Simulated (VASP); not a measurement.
# CdSe2 (R-3m) in VASP: a series of runs

CdSe2 is run at these levels: PBEsol; tasks: single point, relaxation of cell and atoms.

All numbers are computed with VASP 6.6.1; they aren't measurements. Logs are shortened: lines on timing, memory, paths and dates and some standing lists are left out, and cuts for length are marked.

**1. The cell of the first run**

The structure is trigonal, space group R-3m (No. 166). The conventional cell has a = 3.842 Å, b = 3.842 Å, c = 15.905 Å, α = 90.00°, β = 90.00°, γ = 120.00°. Within 3.9 Å of Cd (site symmetry -3m) lie 8 Se at 2.73 to 3.72 Å and 6 Cd at 3.84 Å. Se (site symmetry 3m) has 4 Cd at 2.73 to 3.72 Å and 12 Se at 3.07 to 3.87 Å within 3.9 Å.

**2. Single point, PBEsol**

Contents of INCAR:

```
  PREC = Accurate
  ENCUT = 520
  EDIFF = 1E-7
  ISMEAR = -1
  SIGMA = 0.03
  LREAL = F
  LASPH = T
  NELM = 60
  ALGO = Normal
  ISIF = 2
  LWAVE = F
  LCHARG = T
  GGA = PS
  LELF = T
  LVHAR = T
  NBANDS = 19
```

Contents of KPOINTS:

```
regular mesh
0
Gamma
  6 6 6
```

Contents of POSCAR:

```
CdSe2
1.0
    1.9210598818      1.1091244384      5.3016032134
   -1.9210598818      1.1091244384      5.3016032134
    0.0000000000     -2.2182488812      5.3016032125
Cd Se
1 2
Direct
    0.0000000000      0.0000000000      0.0000000000
    0.7663917386      0.7663917386      0.7663917386
    0.2336082614      0.2336082614      0.2336082614
```

Potentials or basis: VASP PAW PBE potentials, release 64 (Cd, Se).

Command:

```
> cat potpaw_PBE.64/Cd/POTCAR potpaw_PBE.64/Se/POTCAR > POTCAR
> mpirun -np 1 vasp_std > vasp.out
```

OUTCAR:

```text
PREC = Accurate
   ENCUT = 520
   EDIFF = 1E-7
   ISMEAR = -1
   LREAL = F
   LASPH = T
   NELM = 60
   ISIF = 2
   GGA = PS

 ion  position               nearest neighbor table
   1  0.000  0.000  0.000-   2 2.73   3 2.73   2 2.73   2 2.73   3 2.73   3 2.73
   2  0.766  0.766  0.766-   1 2.73   1 2.73   1 2.73
   3  0.234  0.234  0.234-   1 2.73   1 2.73   1 2.73

  LATTYP: Found a trigonal (rhomboedric) cell.
 ALAT       =     5.7469665670
 COS(alpha) =     0.7765221629

  Lattice vectors:

 A1 = (   1.9210598818,   1.1091244384,   5.3016032134)
 A2 = (  -1.9210598818,   1.1091244384,   5.3016032134)
 A3 = (   0.0000000000,  -2.2182488812,   5.3016032125)

Analysis of symmetry for initial positions (statically):
=====================================================================
 Subroutine PRICEL returns:
 Original cell was already a primitive cell.

 Routine SETGRP: Setting up the symmetry group for a
 trigonal (rhombohedral) supercell.

 Subroutine GETGRP returns: Found 12 space group operations
 (whereof 12 operations were pure point group operations)
 out of a pool of 12 trial point group operations.

The static configuration has the point symmetry D_3d.

Analysis of symmetry for dynamics (positions and initial velocities):
=====================================================================
 Subroutine PRICEL returns:
 Original cell was already a primitive cell.

 Routine SETGRP: Setting up the symmetry group for a
 trigonal (rhombohedral) supercell.

 Subroutine GETGRP returns: Found 12 space group operations
 (whereof 12 operations were pure point group operations)
 out of a pool of 12 trial point group operations.

The dynamic configuration has the point symmetry D_3d.

 Subroutine INISYM returns: Found 12 space group operations
 (whereof 12 operations are pure point group operations),
 and found     1 'primitive' translations

----------------------------------------------------------------------------------------

                                     Primitive cell

  volume of cell :      67.7766

  direct lattice vectors                    reciprocal lattice vectors
     1.921059882  1.109124438  5.301603213     0.260272990  0.150268681  0.062874063
    -1.921059882  1.109124438  5.301603213    -0.260272990  0.150268681  0.062874063
     0.000000000 -2.218248881  5.301603212     0.000000000 -0.300537362  0.062874063

  length of vectors
     5.746966567  5.746966567  5.746966567     0.307043733  0.307043733  0.307043733

  position of ions in fractional coordinates (direct lattice)
     0.000000000  0.000000000  0.000000000
     0.766391739  0.766391739  0.766391739
     0.233608261  0.233608261  0.233608261

  ion indices of the primitive-cell ions
   primitive index   ion index
                 1           1
                 2           2
                 3           3

----------------------------------------------------------------------------------------

 KPOINTS: regular mesh

Automatic generation of k-mesh.
 Grid dimensions read from file:
 generate k-points for:    6    6    6

 Generating k-lattice:

  Cartesian coordinates                     Fractional coordinates (reciprocal lattice)
     0.043378832  0.025044780  0.010479010     0.166666667  0.000000000  0.000000000
    -0.043378832  0.025044780  0.010479010     0.000000000  0.166666667  0.000000000
     0.000000000 -0.050089560  0.010479010     0.000000000  0.000000000  0.166666667

  Length of vectors
     0.051173955  0.051173955  0.051173955

  Shift w.r.t. Gamma in fractional coordinates (k-lattice)
     0.000000000  0.000000000  0.000000000

 Subroutine IBZKPT returns following result:
 ===========================================

 Found     32 irreducible k-points:

 Following reciprocal coordinates:
            Coordinates               Weight
  0.000000  0.000000  0.000000      1.000000
  0.166667  0.000000  0.000000      6.000000
  0.333333  0.000000  0.000000      6.000000
  0.500000  0.000000  0.000000      3.000000
  0.166667  0.166667  0.000000      6.000000
  0.333333  0.166667  0.000000     12.000000
[... 16 lines left out ...]
  0.500000  0.500000  0.166667      6.000000
 -0.333333  0.500000  0.166667     12.000000
 [... further k-points ...]
   k-points           NKPTS =     32   k-points in BZ     NKDIM =     32   number of bands    NBANDS=     19
   number of dos      NEDOS =    301   number of ions     NIONS =      3
   total plane-waves  NPLWV = 110592
   dimension x,y,z NGX =    48 NGY =   48 NGZ =   48
   dimension x,y,z NGXF=    96 NGYF=   96 NGZF=   96
   ions per type =               1   2
   NGX,Y,Z   is equivalent  to a cutoff of  13.89, 13.89, 13.89 a.u.
   NGXF,Y,Z  is equivalent  to a cutoff of  27.77, 27.77, 27.77 a.u.
 SYSTEM =  unknown system
   PREC   = accura    normal or accurate (medium, high low for compatibility)
   ISTART =      0    job   : 0-new  1-cont  2-samecut
   ICHARG =      2    charge: 1-file 2-atom 10-const
   ISPIN  =      1    spin polarized calculation?
   LNONCOLLINEAR =      F non collinear calculations
   LSORBIT =      F    spin-orbit coupling
   LASPH  =      T    aspherical Exc in radial PAW
   ENCUT  =  520.0 eV  38.22 Ry    6.18 a.u.  10.69 10.69 10.69*2*pi/ulx,y,z
   NELM   =     60;   NELMIN=  2; NELMDL= -5     # of ELM steps
   EDIFF  = 0.1E-06   stopping-criterion for ELM
   LREAL  =      F    real-space projection
   EDIFFG = 0.1E-05   stopping-criterion for IOM
   NSW    =      0    number of steps for IOM
   IBRION =     -1    ionic relax: 0-MD 1-quasi-New 2-CG
   NFREE  =      0    steps in history (QN), initial steepest desc. (CG)
   ISIF   =      2    stress and relaxation
   ISYM   =      2    0-nonsym 1-usesym 2-fastsym
   POTIM  = 0.5000    time-step for ionic-motion
   TEBEG  =    0.0;   TEEND  =   0.0 temperature during run
   PSTRESS=    0.0 pullay stress
   NELECT =      24.0000    total number of electrons
   NUPDOWN=      -1.0000    fix difference up-down
   EMIN   =  10.00;   EMAX   =-10.00  energy-range for DOS
   EFERMI =   0.00;   METHOD = LEGACY
   ISMEAR =    -1;   SIGMA  =   0.03  broadening in eV -4-tet -1-fermi 0-gaus
   EFERMI_NEDOS =   21; number of points for ismear=-14 and -15
   IALGO  =     38    algorithm
   IMIX   =      4    mixing-type and parameters
     AMIX     =   0.40;   BMIX     =  1.00
     AMIX_MAG =   1.60;   BMIX_MAG =  1.00
  volume/ion in A,a.u.               =      22.59       152.46
  Fermi-wavevector in a.u.,A,eV,Ry     =   1.158205  2.188690 18.251377  1.341438
  Thomas-Fermi vector in A             =   2.294809
   LORBIT       =      0    0 simple, 1 ext, 2 COOP (PROOUT), +10 PAW based schemes
   GGA     = PS    functional components
   LHFCALC =     F    Hartree Fock is set to
   AEXX    =    0.0000 exact exchange contribution
   IVDW    =     0    specifies the selected vdW correction
   LEPSILON=     F    determine dielectric tensor
   LRPA    =     F    only Hartree local field effects (RPA)
 non-spin polarized calculation
  energy-cutoff  :      520.00
  volume of cell :       67.78
 maximum number of plane-waves:      1840
 NGX is ok and might be reduce to    48
   NGX = 21   NGY = 21   NGZ = 21

 number of electron      24.0000001 magnetization

 Free energy of the ion-electron system (eV)
  ---------------------------------------------------
  ext. energy  EPLUGINS =         0.00000000
  ---------------------------------------------------
  free energy    TOTEN  =        -8.98603831 eV

  energy without entropy =       -8.98191443  energy(sigma->0) =       -8.98397637

 E-fermi :   3.1639     XC(G=0): -10.3079

 val. band max:        3.0755100703   @ k =   0.0000   0.0000   0.0000
 cond. band min:       3.1938223689   @ k =   0.5000   0.3333   0.3333
 fundamental gap:      0.1183122985
 Fermi energy:         3.1638948982

 k-point     1 :       0.0000    0.0000    0.0000
  band No.  band energies     occupation
      1     -11.0891      2.00000
      2      -8.7275      2.00000
      3      -5.3670      2.00000
      4      -5.3670      2.00000
      5      -5.3324      2.00000
      6      -5.0163      2.00000
[... 11 lines left out ...]
     18      12.0137      0.00000
     19      12.0137      0.00000

 k-point     2 :       0.1667    0.0000    0.0000
  band No.  band energies     occupation
      1     -10.8489      2.00000
      2      -8.8334      2.00000
      3      -5.3293      2.00000
      4      -5.2991      2.00000
      5      -5.1712      2.00000
      6      -5.0106      2.00000
[... 11 lines left out ...]
     18      11.8485      0.00000
     19      12.7029      0.00000

 k-point     3 :       0.3333    0.0000    0.0000
  band No.  band energies     occupation
      1     -10.2612      2.00000
      2      -9.0352      2.00000
      3      -5.2994      2.00000
      4      -5.2608      2.00000
      5      -5.0974      2.00000
      6      -4.9393      2.00000
[... 11 lines left out ...]
     18      11.3678      0.00000
     19      13.0166      0.00000

 k-point     4 :       0.5000    0.0000    0.0000
  band No.  band energies     occupation
      1      -9.8543      2.00000
      2      -9.1740      2.00000
      3      -5.3047      2.00000
      4      -5.2647      2.00000
      5      -5.1654      2.00000
      6      -4.8794      2.00000
[... 11 lines left out ...]
     18      11.9711      0.00000
     19      14.2192      0.00000

 k-point     5 :       0.1667    0.1667    0.0000
  band No.  band energies     occupation
      1     -10.8176      2.00000
      2      -8.8957      2.00000
      3      -5.3258      2.00000
      4      -5.2419      2.00000
      5      -5.2101      2.00000
      6      -5.0096      2.00000
[... 11 lines left out ...]
     18      11.9750      0.00000
     19      12.4764      0.00000

 k-point     6 :       0.3333    0.1667    0.0000
  band No.  band energies     occupation
      1     -10.3800      2.00000
      2      -9.0489      2.00000
      3      -5.3169      2.00000
      4      -5.1706      2.00000
      5      -5.1141      2.00000
      6      -4.9719      2.00000
[... 11 lines left out ...]
     18      11.0905      0.00000
     19      12.6591      0.00000

 k-point     7 :       0.5000    0.1667    0.0000
  band No.  band energies     occupation
      1      -9.8406      2.00000
      2      -9.1901      2.00000
      3      -5.2617      2.00000
      4      -5.1878      2.00000
      5      -5.1174      2.00000
      6      -4.9272      2.00000
[... 11 lines left out ...]
     18      11.5180      0.00000
     19      12.8565      0.00000

 k-point     8 :      -0.3333    0.1667   -0.0000
  band No.  band energies     occupation
      1      -9.8563      2.00000
      2      -9.1969      2.00000
      3      -5.2916      2.00000
      4      -5.1775      2.00000
      5      -5.0686      2.00000
      6      -4.9105      2.00000
[... 256 lines left out ...]
 k-point    20 :       0.5000    0.3333    0.1667
  band No.  band energies     occupation
      1     -10.2264      2.00000
      2      -9.2297      2.00000
      3      -5.2987      2.00000
      4      -5.2178      2.00000
      5      -5.0946      2.00000
      6      -5.0032      2.00000
[... 11 lines left out ...]
     18      10.5072      0.00000
     19      12.0235      0.00000

 k-point    21 :      -0.3333    0.3333    0.1667
  band No.  band energies     occupation
      1      -9.7883      2.00000
      2      -9.2201      2.00000
      3      -5.2106      2.00000
      4      -5.2007      2.00000
      5      -5.0902      2.00000
      6      -4.9418      2.00000
[... 11 lines left out ...]
     18      11.7312      0.00000
     19      13.3025      0.00000

 k-point    22 :      -0.1667    0.3333    0.1667
  band No.  band energies     occupation
      1      -9.8217      2.00000
      2      -9.2320      2.00000
      3      -5.2816      2.00000
      4      -5.1767      2.00000
      5      -5.0309      2.00000
      6      -4.9047      2.00000
[... 11 lines left out ...]
     18      11.8625      0.00000
     19      13.0165      0.00000

 k-point    23 :       0.5000    0.5000    0.1667
  band No.  band energies     occupation
      1     -10.0325      2.00000
      2      -9.2885      2.00000
      3      -5.2680      2.00000
      4      -5.2324      2.00000
      5      -5.0381      2.00000
      6      -4.9588      2.00000
[... 11 lines left out ...]
     18      11.2016      0.00000
     19      12.9021      0.00000

 k-point    24 :      -0.3333    0.5000    0.1667
  band No.  band energies     occupation
      1      -9.7464      2.00000
      2      -9.2625      2.00000
      3      -5.2214      2.00000
      4      -5.1909      2.00000
      5      -5.0041      2.00000
      6      -4.9560      2.00000
[... 11 lines left out ...]
     18      12.0063      0.00000
     19      13.1137      0.00000

 [... further k-points ...]
[... 5 lines left out ...]
  --------------------------------------------------------------------------------------
  -------------------------------------------------------------------------------------
  Total        0.1645279      0.1645279      0.1816174      0.0000000     -0.0000000      0.0000000
  in kB        3.8892910      3.8892910      4.2932720      0.0000000     -0.0000000      0.0000000
  external PRESSURE =       4.0239513 kB  Pullay stress =       0.0000000 kB

 VOLUME and BASIS-vectors are now :
 -----------------------------------------------------------------------------
  energy-cutoff  :      520.00
  volume of cell :       67.78
      direct lattice vectors                 reciprocal lattice vectors
     1.921059882  1.109124438  5.301603213     0.260272990  0.150268681  0.062874063
    -1.921059882  1.109124438  5.301603213    -0.260272990  0.150268681  0.062874063
     0.000000000 -2.218248881  5.301603212     0.000000000 -0.300537362  0.062874063

 POSITION                                       TOTAL-FORCE (eV/Angst)
 -----------------------------------------------------------------------------------
      0.00000      0.00000      0.00000        -0.000000      0.000000      0.000000
      0.00000     -0.00000     12.18931         0.000000     -0.000000      0.046208
      0.00000     -0.00000      3.71549         0.000000      0.000000     -0.046208
 -----------------------------------------------------------------------------------
    total drift:                                0.000000      0.000000     -0.000000

  FREE ENERGIE OF THE ION-ELECTRON SYSTEM (eV)
  ---------------------------------------------------
  free  energy   TOTEN  =        -8.9860383106 eV

  energy  without entropy=       -8.9819144320  energy(sigma->0) =       -8.98397637
```

It took 1.7 min on 1 thread of Intel Xeon Platinum 8488C (Sapphire Rapids), shared host; peak memory 0.32 GiB.

Results:

```yaml
Free_energy: -8.9860 eV
Pressure: 0.4 GPa
Largest_force: 0.046 eV/Å
Band_gap_on_the_k_mesh: zero (bands 12 and 13 overlap by 1.85 eV)
```

Forces on the atoms (eV/Å):
```
Cd   0.000  0.000  0.000
Se   0.000  0.000  0.046
Se   0.000  0.000 -0.046
```

Levels at points of the mesh, in eV from the Fermi level:
| k point | band 9 | band 10 | band 11 | band 12 | band 13 | band 14 | band 15 | band 16 |
| --- | --- | --- | --- | --- | --- | --- | --- | --- |
| (0.00, 0.00, 0.00) | -0.72 | -0.72 | -0.09 | -0.09 | 0.29 | 2.83 | 4.24 | 6.18 |
| (0.50, 0.00, 0.00) | -4.17 | -2.39 | -1.96 | -1.51 | -1.25 | 4.05 | 4.49 | 7.88 |
| (0.50, 0.50, 0.00) | -4.90 | -2.72 | -0.85 | 0.60 | 0.69 | 1.77 | 4.56 | 5.94 |
| (0.50, 0.50, 0.50) | -2.63 | -1.24 | -1.24 | 0.33 | 0.33 | 4.85 | 5.53 | 7.06 |

Caveat: the PAW data sets were made with another functional, which shifts forces and pressure a little.

(Continued in part 2 of 2.)

The gap in the log of VASP goes by the Fermi energy; the results here count the filled bands.